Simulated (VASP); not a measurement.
# Pd (P6_3/mmc) in VASP: notebook

Pd is run at these levels: PBE; tasks: single point.

All numbers are computed with VASP 6.6.1; they aren't measurements. Logs are shortened: lines on timing, memory, paths and dates and some standing lists are left out, and cuts for length are marked.

### Step 1. The cell of the first run

Symmetry: P6_3/mmc, No. 194, hexagonal system. The conventional cell has a = 2.784 Å, b = 2.784 Å, c = 4.629 Å, α = 90.00°, β = 90.00°, γ = 120.00°. Within 3.7 Å of Pd (site symmetry -6m2) lie 12 Pd at 2.78 to 2.82 Å.

This isn't the form of Pd at room conditions, which is fcc.

### Step 2. Single point, PBE, collinear spin

File INCAR:

```
PREC = Accurate
ENCUT = 520
EDIFF = 1E-7
ISMEAR = -1
SIGMA = 0.05
LREAL = False
LASPH = True
NELM = 150
ALGO = Normal
ISIF = 2
LWAVE = False
LCHARG = True
ISPIN = 2
MAGMOM = 0.3 0.3
LORBIT = 11
LMAXMIX = 4
GGA = PE
LELF = True
LVHAR = True
NBANDS = 21
```

File KPOINTS:

```
regular mesh
0
Gamma
  18 18 6
```

File POSCAR:

```
Pd
1.0
    2.7836650458      0.0000000000      0.0000000000
   -1.3918325229      2.4107246453      0.0000000000
    0.0000000000      0.0000000000      4.6288930000
Pd
2
Direct
    0.6666666667      0.3333333333      0.7500000000
    0.3333333333      0.6666666667      0.2500000000
```

Potentials or basis: VASP PAW PBE potentials, release 64 (Pd).

The run is started by

```bash
$ cat potpaw_PBE.64/Pd/POTCAR > POTCAR
$ mpirun -np 1 vasp_std > vasp.out
```

OUTCAR:

```text
PREC = Accurate
   ENCUT = 520
   EDIFF = 1E-7
   ISMEAR = -1
   LREAL = False
   LASPH = True
   NELM = 150
   ISIF = 2
   ISPIN = 2
   LORBIT = 11
   GGA = PE

 ion  position               nearest neighbor table
   1  0.667  0.333  0.750-   2 2.82   2 2.82   2 2.82   2 2.82   2 2.82   2 2.82
   2  0.333  0.667  0.250-   1 2.82   1 2.82   1 2.82   1 2.82   1 2.82   1 2.82

  LATTYP: Found a hexagonal cell.
 ALAT       =     2.7836650458
 C/A-ratio  =     1.6628771507

  Lattice vectors:

 A1 = (   2.7836650458,   0.0000000000,   0.0000000000)
 A2 = (  -1.3918325229,   2.4107246453,   0.0000000000)
 A3 = (   0.0000000000,   0.0000000000,   4.6288930000)

Analysis of symmetry for initial positions (statically):
=====================================================================
 Subroutine PRICEL returns:
 Original cell was already a primitive cell.

 Routine SETGRP: Setting up the symmetry group for a
 hexagonal supercell.

 Subroutine GETGRP returns: Found 24 space group operations
 (whereof 12 operations were pure point group operations)
 out of a pool of 24 trial point group operations.

The static configuration has the point symmetry D_3d.
 The point group associated with its full space group is D_6h.

Analysis of symmetry for dynamics (positions and initial velocities):
=====================================================================
 Subroutine PRICEL returns:
 Original cell was already a primitive cell.

 Routine SETGRP: Setting up the symmetry group for a
 hexagonal supercell.

 Subroutine GETGRP returns: Found 24 space group operations
 (whereof 12 operations were pure point group operations)
 out of a pool of 24 trial point group operations.

The dynamic configuration has the point symmetry D_3d.
 The point group associated with its full space group is D_6h.

Analysis of structural, dynamic, and magnetic symmetry:
=====================================================================
 Subroutine PRICEL returns:
 Original cell was already a primitive cell.

 Routine SETGRP: Setting up the symmetry group for a
 hexagonal supercell.

 Subroutine GETGRP returns: Found 24 space group operations
 (whereof 12 operations were pure point group operations)
 out of a pool of 24 trial point group operations.

The overall configuration has the point symmetry D_3d.
 The point group associated with its full space group is D_6h.

 Subroutine INISYM returns: Found 24 space group operations
 (whereof 12 operations are pure point group operations),
 and found     1 'primitive' translations

----------------------------------------------------------------------------------------

                                     Primitive cell

  volume of cell :      31.0629

  direct lattice vectors                    reciprocal lattice vectors
     2.783665046  0.000000000  0.000000000     0.359238624  0.207406516  0.000000000
    -1.391832523  2.410724645  0.000000000     0.000000000  0.414813032  0.000000000
     0.000000000  0.000000000  4.628893000     0.000000000  0.000000000  0.216034374

  length of vectors
     2.783665046  2.783665046  4.628893000     0.414813032  0.414813032  0.216034374

  position of ions in fractional coordinates (direct lattice)
     0.666666667  0.333333333  0.750000000
     0.333333333  0.666666667  0.250000000

  ion indices of the primitive-cell ions
   primitive index   ion index
                 1           1
                 2           2

----------------------------------------------------------------------------------------

 KPOINTS: regular mesh

Automatic generation of k-mesh.
 Grid dimensions read from file:
 generate k-points for:   18   18    6

 Generating k-lattice:

  Cartesian coordinates                     Fractional coordinates (reciprocal lattice)
     0.019957701  0.011522584  0.000000000     0.055555556  0.000000000  0.000000000
     0.000000000  0.023045168  0.000000000     0.000000000  0.055555556  0.000000000
     0.000000000  0.000000000  0.036005729     0.000000000  0.000000000  0.166666667

  Length of vectors
     0.023045168  0.023045168  0.036005729

  Shift w.r.t. Gamma in fractional coordinates (k-lattice)
     0.000000000  0.000000000  0.000000000

 Subroutine IBZKPT returns following result:
 ===========================================

 Found    148 irreducible k-points:

 Following reciprocal coordinates:
            Coordinates               Weight
  0.000000  0.000000  0.000000      1.000000
  0.055556  0.000000  0.000000      6.000000
  0.111111  0.000000  0.000000      6.000000
  0.166667  0.000000  0.000000      6.000000
  0.222222  0.000000  0.000000      6.000000
  0.277778  0.000000  0.000000      6.000000
[... 16 lines left out ...]
  0.333333  0.111111  0.000000     12.000000
  0.388889  0.111111  0.000000     12.000000
 [... further k-points ...]
   k-points           NKPTS =    148   k-points in BZ     NKDIM =    148   number of bands    NBANDS=     21
   number of dos      NEDOS =    301   number of ions     NIONS =      2
   total plane-waves  NPLWV =  20736
   dimension x,y,z NGX =    24 NGY =   24 NGZ =   36
   dimension x,y,z NGXF=    48 NGYF=   48 NGZF=   72
   ions per type =               2
   NGX,Y,Z   is equivalent  to a cutoff of  14.33, 14.33, 12.93 a.u.
   NGXF,Y,Z  is equivalent  to a cutoff of  28.67, 28.67, 25.86 a.u.
 SYSTEM =  unknown system
   PREC   = accura    normal or accurate (medium, high low for compatibility)
   ISTART =      0    job   : 0-new  1-cont  2-samecut
   ICHARG =      2    charge: 1-file 2-atom 10-const
   ISPIN  =      2    spin polarized calculation?
   LNONCOLLINEAR =      F non collinear calculations
   LSORBIT =      F    spin-orbit coupling
   LASPH  =      T    aspherical Exc in radial PAW
   ENCUT  =  520.0 eV  38.22 Ry    6.18 a.u.   5.18  5.18  8.61*2*pi/ulx,y,z
   NELM   =    150;   NELMIN=  2; NELMDL= -5     # of ELM steps
   EDIFF  = 0.1E-06   stopping-criterion for ELM
   LREAL  =      F    real-space projection
   EDIFFG = 0.1E-05   stopping-criterion for IOM
   NSW    =      0    number of steps for IOM
   IBRION =     -1    ionic relax: 0-MD 1-quasi-New 2-CG
   NFREE  =      0    steps in history (QN), initial steepest desc. (CG)
   ISIF   =      2    stress and relaxation
   ISYM   =      2    0-nonsym 1-usesym 2-fastsym
   POTIM  = 0.5000    time-step for ionic-motion
   TEBEG  =    0.0;   TEEND  =   0.0 temperature during run
   PSTRESS=    0.0 pullay stress
   NELECT =      20.0000    total number of electrons
   NUPDOWN=      -1.0000    fix difference up-down
   EMIN   =  10.00;   EMAX   =-10.00  energy-range for DOS
   EFERMI =   0.00;   METHOD = LEGACY
   ISMEAR =    -1;   SIGMA  =   0.05  broadening in eV -4-tet -1-fermi 0-gaus
   EFERMI_NEDOS =   21; number of points for ismear=-14 and -15
   IALGO  =     38    algorithm
   IMIX   =      4    mixing-type and parameters
     AMIX     =   0.40;   BMIX     =  1.00
     AMIX_MAG =   1.60;   BMIX_MAG =  1.00
  volume/ion in A,a.u.               =      15.53       104.81
  Fermi-wavevector in a.u.,A,eV,Ry     =   1.413636  2.671385 27.189429  1.998367
  Thomas-Fermi vector in A             =   2.535261
   LORBIT       =     11    0 simple, 1 ext, 2 COOP (PROOUT), +10 PAW based schemes
   GGA     = PE    functional components
   LHFCALC =     F    Hartree Fock is set to
   AEXX    =    0.0000 exact exchange contribution
   IVDW    =     0    specifies the selected vdW correction
   LEPSILON=     F    determine dielectric tensor
   LRPA    =     F    only Hartree local field effects (RPA)
 spin polarized calculation
  energy-cutoff  :      520.00
  volume of cell :       31.06
 maximum number of plane-waves:       854
 NGX is ok and might be reduce to    24
   NGX = 11   NGY = 11   NGZ = 17

 number of electron      20.0000008 magnetization       0.6815508

 Free energy of the ion-electron system (eV)
  ---------------------------------------------------
  ext. energy  EPLUGINS =         0.00000000
  ---------------------------------------------------
  free energy    TOTEN  =       -10.39540293 eV

  energy without entropy =      -10.36209544  energy(sigma->0) =      -10.37874918

 E-fermi :   8.9755     XC(G=0): -12.8618

 val. band max:        8.9752479903   @ k =   0.3889   0.2222   0.5000
 cond. band min:       8.9760614801   @ k =   0.4444   0.1111   0.3333
 fundamental gap:      0.0008134898
 Fermi energy:         8.9754608365

 spin component 1

 k-point     1 :       0.0000    0.0000    0.0000
  band No.  band energies     occupation
      1       2.1817      1.00000
      2       3.9359      1.00000
      3       6.0996      1.00000
      4       6.3004      1.00000
      5       6.3004      1.00000
      6       6.6237      1.00000
[... 13 lines left out ...]
     20      33.0183      0.00000
     21      33.2566      0.00000
[... 529 lines left out ...]
 k-point    24 :       0.3889    0.1111    0.0000
  band No.  band energies     occupation
      1       4.3149      1.00000
      2       4.6132      1.00000
      3       4.6710      1.00000
      4       6.2226      1.00000
      5       6.5502      1.00000
      6       6.7402      1.00000
[... 13 lines left out ...]
     20      31.7325      0.00000
     21      34.8805      0.00000

 [... further k-points ...]

 spin component 2

 k-point     1 :       0.0000    0.0000    0.0000
  band No.  band energies     occupation
      1       2.1967      1.00000
      2       4.1111      1.00000
      3       6.3699      1.00000
      4       6.5516      1.00000
      5       6.5516      1.00000
      6       6.8824      1.00000
[... 13 lines left out ...]
     20      33.0275      0.00000
     21      33.3074      0.00000
[... 529 lines left out ...]
 k-point    24 :       0.3889    0.1111    0.0000
  band No.  band energies     occupation
      1       4.5170      1.00000
      2       4.7793      1.00000
      3       4.8369      1.00000
      4       6.4298      1.00000
      5       6.7473      1.00000
      6       6.9119      1.00000
[... 13 lines left out ...]
     20      31.7901      0.00000
     21      34.8996      0.00000

 [... further k-points ...]
[... 5 lines left out ...]
  --------------------------------------------------------------------------------------
  -------------------------------------------------------------------------------------
  Total       -0.2686952     -0.2686952     -0.2591085      0.0000000      0.0000000      0.0000000
  in kB      -13.8588982    -13.8588982    -13.3644307      0.0000000      0.0000000      0.0000000
  external PRESSURE =     -13.6940757 kB  Pullay stress =       0.0000000 kB

 VOLUME and BASIS-vectors are now :
 -----------------------------------------------------------------------------
  energy-cutoff  :      520.00
  volume of cell :       31.06
      direct lattice vectors                 reciprocal lattice vectors
     2.783665046  0.000000000  0.000000000     0.359238624  0.207406516  0.000000000
    -1.391832523  2.410724645  0.000000000     0.000000000  0.414813032  0.000000000
     0.000000000  0.000000000  4.628893000     0.000000000  0.000000000  0.216034374

 POSITION                                       TOTAL-FORCE (eV/Angst)
 -----------------------------------------------------------------------------------
      1.39183      0.80357      3.47167        -0.000000      0.000000      0.000000
     -0.00000      1.60715      1.15722         0.000000     -0.000000      0.000000
 -----------------------------------------------------------------------------------
    total drift:                               -0.000000      0.000000     -0.000000

  FREE ENERGIE OF THE ION-ELECTRON SYSTEM (eV)
  ---------------------------------------------------
  free  energy   TOTEN  =       -10.3954029270 eV

  energy  without entropy=      -10.3620954405  energy(sigma->0) =      -10.37874918

 total charge

# of ion       s       p       d       tot
------------------------------------------
    1        0.461   0.424   8.456   9.341
    2        0.461   0.424   8.456   9.341
--------------------------------------------------
tot          0.923   0.848  16.912  18.683

 magnetization (x)

# of ion       s       p       d       tot
------------------------------------------
    1       -0.003  -0.008   0.353   0.343
    2       -0.003  -0.008   0.353   0.343
--------------------------------------------------
tot         -0.005  -0.017   0.707   0.685
```

Wall time 62 s (1 thread of Intel Xeon 6975P-C (Granite Rapids), shared host); peak memory 0.26 GiB.

What came out:

| Quantity | Value |
| --- | --- |
| Free energy | -10.3954 eV |
| Pressure | -1.4 GPa |
| Net moment | 0.68 μB per cell |
| Site moments | Pd +0.34 μB |
| Valence electrons inside the program's atomic spheres | Pd 9.34 |

### Step 3. Single point, PBE, collinear spin

File INCAR:

```
SYSTEM = Pd
ALGO     = Normal         ! electronic algorithm
EDIFF    = 1E-7           ! SCF threshold, eV
ENCUT    = 520            ! plane-wave cutoff, eV
GGA      = PE             ! functional
ISIF     = 2              ! what is computed and relaxed
ISMEAR   = -1             ! smearing method
ISPIN    = 2              ! spin polarisation
LASPH    = .True.         ! aspherical terms in the spheres
LCHARG   = .False.        ! write CHGCAR
LMAXMIX  = 4              ! l up to which the mixer works
LORBIT   = 11             ! projections on sites
LREAL    = .False.        ! projectors in reciprocal space
LWAVE    = .False.        ! write WAVECAR
MAGMOM   = 0.3 0.3        ! initial moments
NBANDS   = 21             ! bands
NELM     = 150            ! most SCF steps
PREC     = Accurate       ! precision mode
SIGMA    = 0.05           ! smearing width, eV
```

File KPOINTS:

```
k-points
0
Gamma
  18 18 6
  0 0 0
```

POSCAR is that of step 2.

Potentials or basis: VASP PAW PBE potentials, release 64 (Pd).

The run is started by

```bash
$ cat potpaw_PBE.64/Pd/POTCAR > POTCAR
$ mpirun -np 1 vasp_std > vasp.out
```

OUTCAR:

```text
SYSTEM = Pd
   EDIFF = 1E-7
   ENCUT = 520
   GGA = PE
   ISIF = 2
   ISMEAR = -1
   ISPIN = 2
   LASPH = .True.
   LORBIT = 11
   LREAL = .False.
   NELM = 150
   PREC = Accurate

 ion  position               nearest neighbor table
   1  0.667  0.333  0.750-   2 2.82   2 2.82   2 2.82   2 2.82   2 2.82   2 2.82
   2  0.333  0.667  0.250-   1 2.82   1 2.82   1 2.82   1 2.82   1 2.82   1 2.82

  LATTYP: Found a hexagonal cell.
 ALAT       =     2.7836650458
 C/A-ratio  =     1.6628771507

  Lattice vectors:

 A1 = (   2.7836650458,   0.0000000000,   0.0000000000)
 A2 = (  -1.3918325229,   2.4107246453,   0.0000000000)
 A3 = (   0.0000000000,   0.0000000000,   4.6288930000)

Analysis of symmetry for initial positions (statically):
=====================================================================
 Subroutine PRICEL returns:
 Original cell was already a primitive cell.

 Routine SETGRP: Setting up the symmetry group for a
 hexagonal supercell.

 Subroutine GETGRP returns: Found 24 space group operations
 (whereof 12 operations were pure point group operations)
 out of a pool of 24 trial point group operations.

The static configuration has the point symmetry D_3d.
 The point group associated with its full space group is D_6h.

Analysis of symmetry for dynamics (positions and initial velocities):
=====================================================================
 Subroutine PRICEL returns:
 Original cell was already a primitive cell.

 Routine SETGRP: Setting up the symmetry group for a
 hexagonal supercell.

 Subroutine GETGRP returns: Found 24 space group operations
 (whereof 12 operations were pure point group operations)
 out of a pool of 24 trial point group operations.

The dynamic configuration has the point symmetry D_3d.
 The point group associated with its full space group is D_6h.

Analysis of structural, dynamic, and magnetic symmetry:
=====================================================================
 Subroutine PRICEL returns:
 Original cell was already a primitive cell.

 Routine SETGRP: Setting up the symmetry group for a
 hexagonal supercell.

[... 144 lines left out ...]

 Free energy of the ion-electron system (eV)
  ---------------------------------------------------
  ext. energy  EPLUGINS =         0.00000000
  ---------------------------------------------------
  free energy    TOTEN  =       -10.39540293 eV

  energy without entropy =      -10.36209544  energy(sigma->0) =      -10.37874918

 E-fermi :   8.9755     XC(G=0): -12.8618

 val. band max:        8.9752479903   @ k =   0.3889   0.2222   0.5000
 cond. band min:       8.9760614801   @ k =   0.4444   0.1111   0.3333
 fundamental gap:      0.0008134898
 Fermi energy:         8.9754608365

 spin component 1

 k-point     1 :       0.0000    0.0000    0.0000
  band No.  band energies     occupation
      1       2.1817      1.00000
      2       3.9359      1.00000
      3       6.0996      1.00000
      4       6.3004      1.00000
      5       6.3004      1.00000
      6       6.6237      1.00000
[... 565 lines left out ...]
     20      31.7325      0.00000
     21      34.8805      0.00000

 [... further k-points ...]

 spin component 2

 k-point     1 :       0.0000    0.0000    0.0000
  band No.  band energies     occupation
      1       2.1967      1.00000
      2       4.1111      1.00000
      3       6.3699      1.00000
      4       6.5516      1.00000
      5       6.5516      1.00000
      6       6.8824      1.00000
[... 565 lines left out ...]
     20      31.7901      0.00000
     21      34.8996      0.00000

 [... further k-points ...]
[... 5 lines left out ...]
  --------------------------------------------------------------------------------------
  -------------------------------------------------------------------------------------
  Total       -0.2686952     -0.2686952     -0.2591085      0.0000000      0.0000000      0.0000000
  in kB      -13.8588982    -13.8588982    -13.3644307      0.0000000      0.0000000      0.0000000
  external PRESSURE =     -13.6940757 kB  Pullay stress =       0.0000000 kB

 VOLUME and BASIS-vectors are now :
 -----------------------------------------------------------------------------
  energy-cutoff  :      520.00
  volume of cell :       31.06
      direct lattice vectors                 reciprocal lattice vectors
     2.783665046  0.000000000  0.000000000     0.359238624  0.207406516  0.000000000
    -1.391832523  2.410724645  0.000000000     0.000000000  0.414813032  0.000000000
     0.000000000  0.000000000  4.628893000     0.000000000  0.000000000  0.216034374

 POSITION                                       TOTAL-FORCE (eV/Angst)
 -----------------------------------------------------------------------------------
      1.39183      0.80357      3.47167        -0.000000      0.000000      0.000000
     -0.00000      1.60715      1.15722         0.000000     -0.000000      0.000000
 -----------------------------------------------------------------------------------
    total drift:                               -0.000000      0.000000     -0.000000

  FREE ENERGIE OF THE ION-ELECTRON SYSTEM (eV)
  ---------------------------------------------------
  free  energy   TOTEN  =       -10.3954029270 eV

  energy  without entropy=      -10.3620954405  energy(sigma->0) =      -10.37874918

 total charge

# of ion       s       p       d       tot
------------------------------------------
    1        0.461   0.424   8.456   9.341
    2        0.461   0.424   8.456   9.341
--------------------------------------------------
tot          0.923   0.848  16.912  18.683

 magnetization (x)

# of ion       s       p       d       tot
------------------------------------------
    1       -0.003  -0.008   0.353   0.343
    2       -0.003  -0.008   0.353   0.343
--------------------------------------------------
tot         -0.005  -0.017   0.707   0.685
```

Run time: 66 s. Hardware: 1 thread of Intel Xeon 6975P-C (Granite Rapids), shared host; peak memory 0.26 GiB.

Results:

| Property | Result |
| --- | --- |
| Free energy | -10.3954 eV |
| Pressure | -1.4 GPa |
| Net moment | 0.68 μB per cell |
| Site moments | Pd +0.34 μB |
| Valence electrons inside the program's atomic spheres | Pd 9.34 |
